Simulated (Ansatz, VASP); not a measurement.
## One calculation of Mn3Ag, two programs

POSCAR

```
Mn3Ag
1.0
    0.0000000000      3.1142110438      3.1142110438
    3.1142110438      0.0000000000      3.1142110438
    3.1142110438      3.1142110438      0.0000000000
Mn Ag
3 1
Direct
    0.2500000000      0.2500000000      0.2500000000
    0.7500000000      0.7500000000      0.7500000000
    0.5000000000      0.5000000000      0.5000000000
    0.0000000000      0.0000000000      0.0000000000
```

File INCAR.step1:

```
PREC = Accurate
ENCUT = 520
ISMEAR = 0
SIGMA = 0.1
LREAL = F
LASPH = T
NELM = 150
ISPIN = 2
MAGMOM = 4 4 4 0
LMAXMIX = 4
NBANDS = 37
GGA = PE
ALGO = Normal
EDIFF = 1E-4
LWAVE = T
LCHARG = F
```

Contents of INCAR.step2:

```
PREC = Accurate
ENCUT = 520
EDIFF = 1E-6
ISMEAR = 0
SIGMA = 0.1
LREAL = F
LASPH = T
NELM = 150
ALGO = Normal
ISIF = 2
LWAVE = F
LCHARG = F
ISPIN = 2
MAGMOM = 4 4 4 0
LORBIT = 11
LMAXMIX = 4
METAGGA = R2SCAN
LMIXTAU = T
NBANDS = 37
ISTART = 1
```

File KPOINTS:

```
Automatic mesh
0
Gamma
  12 12 12
```

Input for Ansatz:

```yaml
crystal:
  lattice:
    - [0.0, 3.1142110438, 3.1142110438]
    - [3.1142110438, 0.0, 3.1142110438]
    - [3.1142110438, 3.1142110438, 0.0]
  atoms:
    - { symbol: Mn, position: [0.25, 0.25, 0.25], spin: 4.0 }
    - { symbol: Mn, position: [0.75, 0.75, 0.75], spin: 4.0 }
    - { symbol: Mn, position: [0.5, 0.5, 0.5], spin: 4.0 }
    - { symbol: Ag, position: [0.0, 0.0, 0.0] }
basis:
  ecutwfc: 500
kpoints:
  mp_grid: { grid: [12, 12, 12] }
hamiltonian:
  xc: r2scan
scf:
  occupations: { method: gaussian, width: 0.1 }
  lower_state_search: "off"
output:
  forces: true
  stress: true
  eigenvalues: true
  populations: true
magnetization:
  spin_polarized: true
```

Alike in both runs: task single point; functional r2SCAN; k mesh 12 × 12 × 12; occupations gaussian, width 0.1 eV; collinear spin.

|  | VASP | Ansatz |
| --- | --- | --- |
| version | VASP 6.6.1 | Ansatz 0.2.0 |
| potentials or method | VASP PAW PBE potentials, release 64 (Mn_pv, Ag), cutoff 520 eV | scalar-relativistic, plane waves, PAW |
| valence electrons in the cell | 50 | 64 |

|  | VASP | Ansatz | Ansatz less VASP |
| --- | --- | --- | --- |
| gap on the k mesh at the Fermi level (eV) | none | none | - |
| pressure (GPa) | 9.0 | 8.8 | -0.17 |
| net moment per atom (μB) | 3.05 | 3.05 | -0.002 |
| size of the moment on the site where the two differ most (μB) | 0.03 | 0.11 | +0.080 |

VASP's potentials were made for PBE, not for r2SCAN. Site moments also hang on the region over which each program counts them. A gap of «none» marks a metal or a gap that the smearing closes. VASP's potentials hold 50 valence electrons a cell and Ansatz's 64, so a difference there can come from the potentials and not from the codes. Ansatz's warnings: stability check not made.
